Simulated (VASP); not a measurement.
# SnTe (zincblende type) (F-43m) in VASP: a series of runs

Runs on SnTe (zincblende type). Level: PBEsol. Tasks: single point.

All numbers are computed with VASP 6.6.1; they aren't measurements. Logs are shortened: lines on timing, memory, paths and dates and some standing lists are left out, and cuts for length are marked.

## (1) The cell of the first run

Symmetry: F-43m, No. 216, cubic system. Conventional cell: a = 5.797 Å, b = 5.797 Å, c = 5.797 Å, α = 90.00°, β = 90.00°, γ = 90.00°. Sn (site symmetry -43m) has 4 Te at 2.51 Å within 3.3 Å. Te (site symmetry -43m) has 4 Sn at 2.51 Å within 3.3 Å.

## (2) Single point, PBEsol (volume scaled by 0.55)

INCAR reads:

```
SYSTEM = SnTe
PREC     = Accurate       ! precision mode
ENCUT    = 520            ! plane-wave cutoff, eV
EDIFF    = 1E-6           ! SCF threshold, eV
ISMEAR   = -1             ! smearing method
SIGMA    = 0.1            ! smearing width, eV
LREAL    = .False.        ! projectors in reciprocal space
LASPH    = .True.         ! aspherical terms in the spheres
NELM     = 80             ! most SCF steps
ALGO     = Normal         ! electronic algorithm
ISIF     = 2              ! what is computed and relaxed
LWAVE    = .False.        ! write WAVECAR
LCHARG   = .False.        ! write CHGCAR
GGA      = PS             ! functional
NBANDS   = 17             ! bands
```

KPOINTS reads:

```
Automatic mesh
0
Gamma
  12 12 12
  0 0 0
```

POSCAR reads:

```
SnTe
1.0
    0.0000000000      2.8983425081      2.8983425081
    2.8983425081      0.0000000000      2.8983425081
    2.8983425081      2.8983425081      0.0000000000
Sn Te
1 1
Direct
    0.0000000000      0.0000000000      0.0000000000
    0.2500000000      0.2500000000      0.2500000000
```

Potentials or basis: VASP PAW PBE potentials, release 64 (Sn_d, Te).

Launch:

```bash
> cat potpaw_PBE.64/Sn_d/POTCAR potpaw_PBE.64/Te/POTCAR > POTCAR
> mpirun -np 1 vasp_std > vasp.out
```

OUTCAR:

```text
SYSTEM = SnTe
   PREC = Accurate
   ENCUT = 520
   EDIFF = 1E-6
   ISMEAR = -1
   LREAL = .False.
   LASPH = .True.
   NELM = 80
   ISIF = 2
   GGA = PS

 ion  position               nearest neighbor table
   1  0.000  0.000  0.000-   2 2.51   2 2.51   2 2.51   2 2.51
   2  0.250  0.250  0.250-   1 2.51   1 2.51   1 2.51   1 2.51

  LATTYP: Found a face centered cubic cell.
 ALAT       =     5.7966850162

  Lattice vectors:

 A1 = (   0.0000000000,   2.8983425081,   2.8983425081)
 A2 = (   2.8983425081,   0.0000000000,   2.8983425081)
 A3 = (   2.8983425081,   2.8983425081,   0.0000000000)

Analysis of symmetry for initial positions (statically):
=====================================================================
 Subroutine PRICEL returns:
 Original cell was already a primitive cell.

 Routine SETGRP: Setting up the symmetry group for a
 face centered cubic supercell.

 Subroutine GETGRP returns: Found 24 space group operations
 (whereof 24 operations were pure point group operations)
 out of a pool of 48 trial point group operations.

The static configuration has the point symmetry T_d .

Analysis of symmetry for dynamics (positions and initial velocities):
=====================================================================
 Subroutine PRICEL returns:
 Original cell was already a primitive cell.

 Routine SETGRP: Setting up the symmetry group for a
 face centered cubic supercell.

 Subroutine GETGRP returns: Found 24 space group operations
 (whereof 24 operations were pure point group operations)
 out of a pool of 48 trial point group operations.

The dynamic configuration has the point symmetry T_d .

 Subroutine INISYM returns: Found 24 space group operations
 (whereof 24 operations are pure point group operations),
 and found     1 'primitive' translations

----------------------------------------------------------------------------------------

                                     Primitive cell

  volume of cell :      48.6944

  direct lattice vectors                    reciprocal lattice vectors
     0.000000000  2.898342508  2.898342508    -0.172512392  0.172512392  0.172512392
     2.898342508  0.000000000  2.898342508     0.172512392 -0.172512392  0.172512392
     2.898342508  2.898342508  0.000000000     0.172512392  0.172512392 -0.172512392

  length of vectors
     4.098875283  4.098875283  4.098875283     0.298800229  0.298800229  0.298800229
[... 72 lines left out ...]
   PREC   = accura    normal or accurate (medium, high low for compatibility)
   ISTART =      0    job   : 0-new  1-cont  2-samecut
   ICHARG =      2    charge: 1-file 2-atom 10-const
   ISPIN  =      1    spin polarized calculation?
   LNONCOLLINEAR =      F non collinear calculations
   LSORBIT =      F    spin-orbit coupling
   LASPH  =      T    aspherical Exc in radial PAW
   ENCUT  =  520.0 eV  38.22 Ry    6.18 a.u.   7.62  7.62  7.62*2*pi/ulx,y,z
   NELM   =     80;   NELMIN=  2; NELMDL= -5     # of ELM steps
   EDIFF  = 0.1E-05   stopping-criterion for ELM
   LREAL  =      F    real-space projection
   EDIFFG = 0.1E-04   stopping-criterion for IOM
   NSW    =      0    number of steps for IOM
   IBRION =     -1    ionic relax: 0-MD 1-quasi-New 2-CG
   NFREE  =      0    steps in history (QN), initial steepest desc. (CG)
   ISIF   =      2    stress and relaxation
   ISYM   =      2    0-nonsym 1-usesym 2-fastsym
   POTIM  = 0.5000    time-step for ionic-motion
   TEBEG  =    0.0;   TEEND  =   0.0 temperature during run
   PSTRESS=    0.0 pullay stress
   NELECT =      20.0000    total number of electrons
   NUPDOWN=      -1.0000    fix difference up-down
   EMIN   =  10.00;   EMAX   =-10.00  energy-range for DOS
   EFERMI =   0.00;   METHOD = LEGACY
   ISMEAR =    -1;   SIGMA  =   0.10  broadening in eV -4-tet -1-fermi 0-gaus
   EFERMI_NEDOS =   21; number of points for ismear=-14 and -15
   IALGO  =     38    algorithm
   IMIX   =      4    mixing-type and parameters
     AMIX     =   0.40;   BMIX     =  1.00
     AMIX_MAG =   1.60;   BMIX_MAG =  1.00
  volume/ion in A,a.u.               =      24.35       164.30
  Fermi-wavevector in a.u.,A,eV,Ry     =   1.216910  2.299626 20.148459  1.480870
  Thomas-Fermi vector in A             =   2.352248
   LORBIT       =      0    0 simple, 1 ext, 2 COOP (PROOUT), +10 PAW based schemes
   GGA     = PS    functional components
   LHFCALC =     F    Hartree Fock is set to
   AEXX    =    0.0000 exact exchange contribution
   IVDW    =     0    specifies the selected vdW correction
   LEPSILON=     F    determine dielectric tensor
   LRPA    =     F    only Hartree local field effects (RPA)
 non-spin polarized calculation
  energy-cutoff  :      520.00
  volume of cell :       48.69
 maximum number of plane-waves:      1363
   NGX = 15   NGY = 15   NGZ = 15

 number of electron      19.9999998 magnetization

 Free energy of the ion-electron system (eV)
  ---------------------------------------------------
  ext. energy  EPLUGINS =         0.00000000
  ---------------------------------------------------
  free energy    TOTEN  =        -3.80449073 eV

  energy without entropy =       -3.77080676  energy(sigma->0) =       -3.78764874

 E-fermi :  10.7226     XC(G=0): -10.6373

 val. band max:       10.7123923543   @ k =   0.3333   0.2500   0.0000
 cond. band min:      10.7524567030   @ k =  -0.4167   0.4167   0.0833
 fundamental gap:      0.0400643487
 Fermi energy:        10.7225767872

 k-point     1 :       0.0000    0.0000    0.0000
  band No.  band energies     occupation
      1     -12.1938      2.00000
      2     -12.1938      2.00000
      3     -12.1938      2.00000
      4     -12.0517      2.00000
      5     -12.0517      2.00000
      6      -5.8162      2.00000
[... 457 lines left out ...]
      4     -12.0555      2.00000
      5     -12.0520      2.00000
      6      -3.6891      2.00000
[... 9 lines left out ...]
     16      17.8770      0.00000
     17      21.4048      0.00000

 [... further k-points ...]
[... 5 lines left out ...]
  --------------------------------------------------------------------------------------
  -------------------------------------------------------------------------------------
  Total       15.8152550     15.8152550     15.8152550      0.0000000      0.0000000      0.0000000
  in kB      520.3645076    520.3645076    520.3645076      0.0000000      0.0000000      0.0000000
  external PRESSURE =     520.3645076 kB  Pullay stress =       0.0000000 kB

 VOLUME and BASIS-vectors are now :
 -----------------------------------------------------------------------------
  energy-cutoff  :      520.00
  volume of cell :       48.69
      direct lattice vectors                 reciprocal lattice vectors
     0.000000000  2.898342508  2.898342508    -0.172512392  0.172512392  0.172512392
     2.898342508  0.000000000  2.898342508     0.172512392 -0.172512392  0.172512392
     2.898342508  2.898342508  0.000000000     0.172512392  0.172512392 -0.172512392

 POSITION                                       TOTAL-FORCE (eV/Angst)
 -----------------------------------------------------------------------------------
      0.00000      0.00000      0.00000        -0.000000     -0.000000     -0.000000
      1.44917      1.44917      1.44917         0.000000      0.000000      0.000000
 -----------------------------------------------------------------------------------
    total drift:                                0.000001      0.000001      0.000000

  FREE ENERGIE OF THE ION-ELECTRON SYSTEM (eV)
  ---------------------------------------------------
  free  energy   TOTEN  =        -3.8044907251 eV

  energy  without entropy=       -3.7708067648  energy(sigma->0) =       -3.78764874
```

Wall time 20 s (1 thread of Intel Xeon 6975P-C (Granite Rapids), shared host); peak memory 0.21 GiB.

What came out:

```yaml
Free_energy: -3.8045 eV
Pressure: 52.0 GPa
Band_gap_on_the_k_mesh: zero (band 10 reaches 12.15 eV, above the bottom of band 11 at 9.15 eV)
```

Caveat: the PAW data sets were made with another functional, which shifts forces and pressure a little; spin-orbit coupling is left out, which moves the levels of the heavy elements.

(Continued in part 2 of 2.)
